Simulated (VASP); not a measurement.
# Nb (Fm-3m) in VASP: settings compared, part 2 of 2

VASP 6.6.1. The steps go on from the part before.

**3. Relaxation of cell and atoms, BLYP**

Contents of INCAR:

```
SYSTEM = Nb
AGGAC = 1.0
AGGAX = 1.0
ALDAC = 0.0
ALDAX = 1.0
ALGO = Normal
EDIFF = 1E-6
EDIFFG = -0.01
ENCUT = 600
GGA = B5
IBRION = 2
ISIF = 3
ISMEAR = -1
LASPH = .TRUE.
LCHARG = .FALSE.
LREAL = .FALSE.
LWAVE = .FALSE.
NELM = 80
NSW = 60
PREC = Accurate
SIGMA = 0.05
```

Contents of KPOINTS:

```
k-points
0
G
  11 11 11
  0 0 0
```

Contents of POSCAR:

```
Nb
1.0
    0.0000000000      2.1150000000      2.1150000000
    2.1150000000      0.0000000000      2.1150000000
    2.1150000000      2.1150000000      0.0000000000
Nb
1
Direct
    0.0000000000      0.0000000000      0.0000000000
```

Potentials or basis: VASP PAW PBE potentials, release 64 (Nb_sv).

Launch:

```
> cat potpaw_PBE.64/Nb_sv/POTCAR > POTCAR
> mpirun -np 1 vasp_std > vasp.out
```

OUTCAR:

```text
SYSTEM = Nb
   EDIFF = 1E-6
   EDIFFG = -0.01
   ENCUT = 600
   GGA = B5
   IBRION = 2
   ISIF = 3
   ISMEAR = -1
   LASPH = .TRUE.
   LREAL = .FALSE.
   NELM = 80
   NSW = 60
   PREC = Accurate

 ion  position               nearest neighbor table
   1  0.000  0.000  0.000-

  LATTYP: Found a face centered cubic cell.
 ALAT       =     4.2300000000

  Lattice vectors:

 A1 = (   0.0000000000,   2.1150000000,   2.1150000000)
 A2 = (   2.1150000000,   0.0000000000,   2.1150000000)
 A3 = (   2.1150000000,   2.1150000000,   0.0000000000)

Analysis of symmetry for initial positions (statically):
=====================================================================
 Subroutine PRICEL returns:
 Original cell was already a primitive cell.

 Routine SETGRP: Setting up the symmetry group for a
 face centered cubic supercell.

 Subroutine GETGRP returns: Found 48 space group operations
 (whereof 48 operations were pure point group operations)
 out of a pool of 48 trial point group operations.

The static configuration has the point symmetry O_h .

Analysis of symmetry for dynamics (positions and initial velocities):
=====================================================================
 Subroutine PRICEL returns:
 Original cell was already a primitive cell.

 Routine SETGRP: Setting up the symmetry group for a
 face centered cubic supercell.

 Subroutine GETGRP returns: Found 48 space group operations
 (whereof 48 operations were pure point group operations)
 out of a pool of 48 trial point group operations.

The dynamic configuration has the point symmetry O_h .

 Subroutine INISYM returns: Found 48 space group operations
 (whereof 48 operations are pure point group operations),
 and found     1 'primitive' translations

----------------------------------------------------------------------------------------

                                     Primitive cell

  volume of cell :      18.9217

  direct lattice vectors                    reciprocal lattice vectors
     0.000000000  2.115000000  2.115000000    -0.236406619  0.236406619  0.236406619
     2.115000000  0.000000000  2.115000000     0.236406619 -0.236406619  0.236406619
     2.115000000  2.115000000  0.000000000     0.236406619  0.236406619 -0.236406619

  length of vectors
     2.991061684  2.991061684  2.991061684     0.409468276  0.409468276  0.409468276

  position of ions in fractional coordinates (direct lattice)
     0.000000000  0.000000000  0.000000000

  ion indices of the primitive-cell ions
   primitive index   ion index
                 1           1

----------------------------------------------------------------------------------------

 KPOINTS: k-points

Automatic generation of k-mesh.
 Grid dimensions read from file:
 generate k-points for:   11   11   11

 Generating k-lattice:

  Cartesian coordinates                     Fractional coordinates (reciprocal lattice)
    -0.021491511  0.021491511  0.021491511     0.090909091  0.000000000  0.000000000
     0.021491511 -0.021491511  0.021491511     0.000000000  0.090909091  0.000000000
     0.021491511  0.021491511 -0.021491511     0.000000000  0.000000000  0.090909091
[... 44 lines left out ...]
   ions per type =               1
   NGX,Y,Z   is equivalent  to a cutoff of  13.34, 13.34, 13.34 a.u.
   NGXF,Y,Z  is equivalent  to a cutoff of  26.68, 26.68, 26.68 a.u.
 SYSTEM =  Nb
   PREC   = accura    normal or accurate (medium, high low for compatibility)
   ISTART =      0    job   : 0-new  1-cont  2-samecut
   ICHARG =      2    charge: 1-file 2-atom 10-const
   ISPIN  =      1    spin polarized calculation?
   LNONCOLLINEAR =      F non collinear calculations
   LSORBIT =      F    spin-orbit coupling
   LASPH  =      T    aspherical Exc in radial PAW
   ENCUT  =  600.0 eV  44.10 Ry    6.64 a.u.   5.97  5.97  5.97*2*pi/ulx,y,z
   NELM   =     80;   NELMIN=  2; NELMDL= -5     # of ELM steps
   EDIFF  = 0.1E-05   stopping-criterion for ELM
   LREAL  =      F    real-space projection
   EDIFFG = -.1E-01   stopping-criterion for IOM
   NSW    =     60    number of steps for IOM
   IBRION =      2    ionic relax: 0-MD 1-quasi-New 2-CG
   NFREE  =      1    steps in history (QN), initial steepest desc. (CG)
   ISIF   =      3    stress and relaxation
   ISYM   =      2    0-nonsym 1-usesym 2-fastsym
   POTIM  = 0.5000    time-step for ionic-motion
   TEBEG  =    0.0;   TEEND  =   0.0 temperature during run
   PSTRESS=    0.0 pullay stress
   NELECT =      13.0000    total number of electrons
   NUPDOWN=      -1.0000    fix difference up-down
   EMIN   =  10.00;   EMAX   =-10.00  energy-range for DOS
   EFERMI =   0.00;   METHOD = LEGACY
   ISMEAR =    -1;   SIGMA  =   0.05  broadening in eV -4-tet -1-fermi 0-gaus
   EFERMI_NEDOS =   21; number of points for ismear=-14 and -15
   IALGO  =     38    algorithm
   IMIX   =      4    mixing-type and parameters
     AMIX     =   0.40;   BMIX     =  1.00
     AMIX_MAG =   1.60;   BMIX_MAG =  1.00
  volume/ion in A,a.u.               =      18.92       127.69
  Fermi-wavevector in a.u.,A,eV,Ry     =   1.444560  2.729823 28.392005  2.086754
  Thomas-Fermi vector in A             =   2.562841
   LORBIT       =      0    0 simple, 1 ext, 2 COOP (PROOUT), +10 PAW based schemes
   GGA     = B5    functional components
   LHFCALC =     F    Hartree Fock is set to
   AEXX    =    0.0000 exact exchange contribution
   IVDW    =     0    specifies the selected vdW correction
   LEPSILON=     F    determine dielectric tensor
   LRPA    =     F    only Hartree local field effects (RPA)
 conjugate gradient relaxation of ions
 non-spin polarized calculation
  energy-cutoff  :      600.00
  volume of cell :       18.92
 maximum number of plane-waves:       642
   NGX = 11   NGY = 11   NGZ = 11

--------------------------------------- Ionic step        1  -------------------------------------------

 number of electron      13.0000001 magnetization

 Free energy of the ion-electron system (eV)
  ---------------------------------------------------
  ext. energy  EPLUGINS =         0.00000000
  ---------------------------------------------------
  free energy    TOTEN  =        -8.54903672 eV

  energy without entropy =       -8.53674948  energy(sigma->0) =       -8.54289310

------------------------ aborting loop because EDIFF is reached ----------------------------------------

  FORCE on cell =-STRESS in cart. coord.  units (eV):
  Direction    XX          YY          ZZ          XY          YZ          ZX
  --------------------------------------------------------------------------------------
  -------------------------------------------------------------------------------------
  Total        0.4819093      0.4819093      0.4819093      0.0000000      0.0000000      0.0000000
  in kB       40.8051348     40.8051348     40.8051348      0.0000000      0.0000000      0.0000000
  external PRESSURE =      40.8051348 kB  Pullay stress =       0.0000000 kB
[... 57 lines left out ...]
--------------------------------------- Ionic step        3  -------------------------------------------

 number of electron      12.9999999 magnetization

 Free energy of the ion-electron system (eV)
  ---------------------------------------------------
  ext. energy  EPLUGINS =         0.00000000
  ---------------------------------------------------
  free energy    TOTEN  =        -8.55510271 eV

  energy without entropy =       -8.54268968  energy(sigma->0) =       -8.54889620

 E-fermi :  11.0562     XC(G=0): -11.5111

 val. band max:       11.0384306888   @ k =   0.3636   0.2727   0.0909
 cond. band min:      11.0713406011   @ k =  -0.1818   0.1818   0.0000
 fundamental gap:      0.0329099123
 Fermi energy:        11.0561908402

 k-point     1 :       0.0000    0.0000    0.0000
  band No.  band energies     occupation
      1     -43.6615      2.00000
      2     -19.2262      2.00000
      3     -19.2262      2.00000
      4     -19.2262      2.00000
      5       5.0833      2.00000
      6      11.0978      0.60657
      7      11.0978      0.60657
      8      11.0978      0.60657
      9      13.5446      0.00000
     10      13.5446      0.00000
[... 287 lines left out ...]
 k-point    24 :      -0.1818    0.1818    0.0000
  band No.  band energies     occupation
      1     -43.5492      2.00000
      2     -19.8222      2.00000
      3     -19.4754      2.00000
      4     -19.2962      2.00000
      5       7.5909      2.00000
      6       9.8803      2.00000
      7      11.0713      0.84965
      8      12.3248      0.00000
      9      12.3380      0.00000
     10      15.1190      0.00000

 [... further k-points ...]

------------------------ aborting loop because EDIFF is reached ----------------------------------------

  FORCE on cell =-STRESS in cart. coord.  units (eV):
  Direction    XX          YY          ZZ          XY          YZ          ZX
  --------------------------------------------------------------------------------------
  -------------------------------------------------------------------------------------
  Total       -0.0059411     -0.0059411     -0.0059411      0.0000000      0.0000000     -0.0000000
  in kB       -0.4902160     -0.4902160     -0.4902160      0.0000000      0.0000000     -0.0000000
  external PRESSURE =      -0.4902160 kB  Pullay stress =       0.0000000 kB
[... 16 lines left out ...]
  FREE ENERGIE OF THE ION-ELECTRON SYSTEM (eV)
  ---------------------------------------------------
  free  energy   TOTEN  =        -8.5551027120 eV

  energy  without entropy=       -8.5426896844  energy(sigma->0) =       -8.54889620

 reached required accuracy - stopping structural energy minimisation
```

It took 32 s on 1 thread of Intel Xeon Platinum 8259CL at 2.50GHz (Skylake/Cascade Lake), shared host; peak memory 0.15 GiB.

Results:

| Quantity | Value |
| --- | --- |
| Free energy | -8.5551 eV |
| Relaxed volume | 19.42 Å³/atom |
| Relaxed cell | a = 3.017 Å, b = 3.017 Å, c = 3.017 Å, α = 60.00°, β = 60.00°, γ = 60.00° |
| Space group after relaxing (to 0.05 Å) | Fm-3m (No. 225) |
| Energy gained by relaxing | 6.1 meV/atom |
| Ionic steps | 3 |
| Pressure after relaxing | 0.0 GPa |

Step by step:
```csv
step,energy change (eV),largest force (eV/Å),pressure (GPa),volume (Å³)
1,0.0000,0.0000,4.08,18.92
2,0.0109,0.0000,-6.10,20.27
3,-0.0061,0.0000,-0.05,19.42
```

Final structure:
```cif
data_structure
_symmetry_space_group_name_H-M 'P 1'
_symmetry_Int_Tables_number 1
_cell_length_a 3.0170
_cell_length_b 3.0170
_cell_length_c 3.0170
_cell_angle_alpha 60.000
_cell_angle_beta 60.000
_cell_angle_gamma 60.000
_cell_volume 19.42
loop_
_atom_site_label
_atom_site_type_symbol
_atom_site_fract_x
_atom_site_fract_y
_atom_site_fract_z
_atom_site_occupancy
Nb1 Nb 0.00000 0.00000 0.00000 1
```

Caveat: the PAW data sets were made with another functional, which shifts forces and pressure a little.

**4. Single point, r2SCAN, non-collinear spin, zero start, spin-orbit coupling**

POSCAR is that of step 3.

Contents of INCAR.step1:

```
SYSTEM = Nb
PREC = Accurate
ENCUT = 520
ISMEAR = -1
SIGMA = 0.05
LREAL = .False.
LASPH = .True.
NELM = 150
MAGMOM = 0 0 0
LSORBIT = .True.
GGA_COMPAT = .False.
LMAXMIX = 4
NBANDS = 24
GGA = PE
ALGO = Normal
EDIFF = 1E-4
LWAVE = .True.
LCHARG = .False.
```

Contents of INCAR.step2:

```
SYSTEM = Nb
PREC = Accurate
ENCUT = 520
EDIFF = 1E-7
ISMEAR = -1
SIGMA = 0.05
LREAL = .False.
LASPH = .True.
NELM = 150
ALGO = Normal
ISIF = 2
LWAVE = .False.
LCHARG = .True.
MAGMOM = 0 0 0
LORBIT = 11
LSORBIT = .True.
GGA_COMPAT = .False.
LORBMOM = .True.
LMAXMIX = 4
METAGGA = R2SCAN
LMIXTAU = .True.
LVHAR = .True.
NBANDS = 24
ISTART = 1
```

Contents of KPOINTS:

```
regular mesh
0
Gamma
  8 8 8
  0 0 0
```

Launch:

```
> cat potpaw_PBE.64/Nb_sv/POTCAR > POTCAR
> cp INCAR.step1 INCAR
> mpirun -np 1 vasp_ncl > vasp.out
> cp INCAR.step2 INCAR
> mpirun -np 1 vasp_ncl > vasp.out
```

It took 2.2 min on 1 thread of Intel Xeon Platinum 8259CL at 2.50GHz (Skylake/Cascade Lake), shared host; peak memory 0.22 GiB.

It converged, with:

```yaml
Free_energy: -24.5880 eV
Pressure: -2.8 GPa
Net_moment: 0.00 μB per cell
Valence_electrons_inside_the_program's_atomic_spheres: Nb 10.61
```

Moments on the atoms (μB; x, y, z):
```
Nb  0.00 0.00 0.00
```

Caveat: the PAW data sets were made with another functional, which shifts forces and pressure a little.

**5. Single point, B3LYP**

This run uses another cell than the first one, of 19.28 Å³/atom, 1.019 times its volume.

Contents of POSCAR:

```
Nb
1.0
    0.0000000000      2.1284149698      2.1284149698
    2.1284149698      0.0000000000      2.1284149698
    2.1284149698      2.1284149698      0.0000000000
Nb
1
Direct
    0.0000000000      0.0000000000      0.0000000000
```

Contents of INCAR.step1:

```
SYSTEM = Nb
PREC = Accurate ; ENCUT = 520
EDIFF = 1E-5 ; ISMEAR = -1
SIGMA = 0.05 ; LREAL = .FALSE.
LASPH = .TRUE. ; NELM = 60
ALGO = Normal ; ISIF = 2
LWAVE = .TRUE. ; LCHARG = .FALSE.
NBANDS = 12 ; GGA = PE
```

Contents of INCAR.step2:

```
SYSTEM = Nb
PREC = Accurate ; ENCUT = 520
EDIFF = 1E-6 ; ISMEAR = -1
SIGMA = 0.05 ; LREAL = .FALSE.
LASPH = .TRUE. ; NELM = 60
ALGO = Normal ; ISIF = 2
LWAVE = .FALSE. ; LCHARG = .FALSE.
GGA = B3 ; LHFCALC = .TRUE.
AEXX = 0.2 ; AGGAX = 0.72
AGGAC = 0.81 ; ALDAC = 0.19
PRECFOCK = Normal ; NBANDS = 12
ISTART = 1
```

Contents of KPOINTS:

```
Automatic mesh
0
G
  6 6 6
  0 0 0
```

Launch:

```
> cat potpaw_PBE.64/Nb_sv/POTCAR > POTCAR
> cp INCAR.step1 INCAR
> mpirun -np 1 vasp_std > vasp.out
> cp INCAR.step2 INCAR
> mpirun -np 1 vasp_std > vasp.out
```

It took 11 min on 1 thread of AMD EPYC 7R13 (Zen 3), shared host; peak memory 0.12 GiB.

The run converged. Its results:

```yaml
Free_energy: -10.8447 eV
Pressure: -3.3 GPa
```

Levels at points of the mesh, in eV from the Fermi level:
```
           k point  band 3  band 4  band 5  band 6  band 7  band 8  band 9  band 10
(0.00, 0.00, 0.00)  -32.64  -32.64   -7.22    0.48    0.48    0.48    3.40     3.40
(0.50, 0.00, 0.00)  -32.79  -32.79   -4.64   -0.13   -0.13    1.48    5.26     5.26
(0.50, 0.50, 0.00)  -33.05  -33.05   -4.73   -4.09    4.00    5.36    5.79     5.79
```

Caveat: the k points lie up to 0.43 Å⁻¹ apart; the PAW data sets were made with another functional, which shifts forces and pressure a little.

**6. The runs side by side**

| task | level | spin | cell | k mesh | cutoff (eV) | grid for exact exchange (PRECFOCK) | gap on the mesh (eV) | pressure (GPa) | relaxed volume (Å³/atom) |
| --- | --- | --- | --- | --- | --- | --- | --- | --- | --- |
| relaxation of cell and atoms | revPBE | off | relaxed from a = 2.991 Å, angles 60.0°, 1 atom | 11 × 11 × 11 | 600 | - | none | 0.0 | 18.90 |
| relaxation of cell and atoms | BLYP | off | relaxed from a = 2.991 Å, angles 60.0°, 1 atom | 11 × 11 × 11 | 600 | - | none | 0.0 | 19.42 |
| single point | r2SCAN | non-collinear, zero start, SOC | a = 2.991 Å, angles 60.0°, 1 atom | 8 × 8 × 8 | 520 | - | - | -2.8 | - |
| single point | B3LYP | off | a = 3.010 Å, angles 60.0°, 1 atom | 6 × 6 × 6 | 520 | Normal | none | -3.3 | - |

Alike in all rows: potentials or basis VASP PAW PBE potentials, release 64 (Nb_sv); smearing fermi-dirac 0.05 eV.

Caveats: some runs use coarse meshes; the PAW data sets were made with another functional, which shifts forces and pressure a little.

Absolute energies hang on the potentials; compare differences alone.
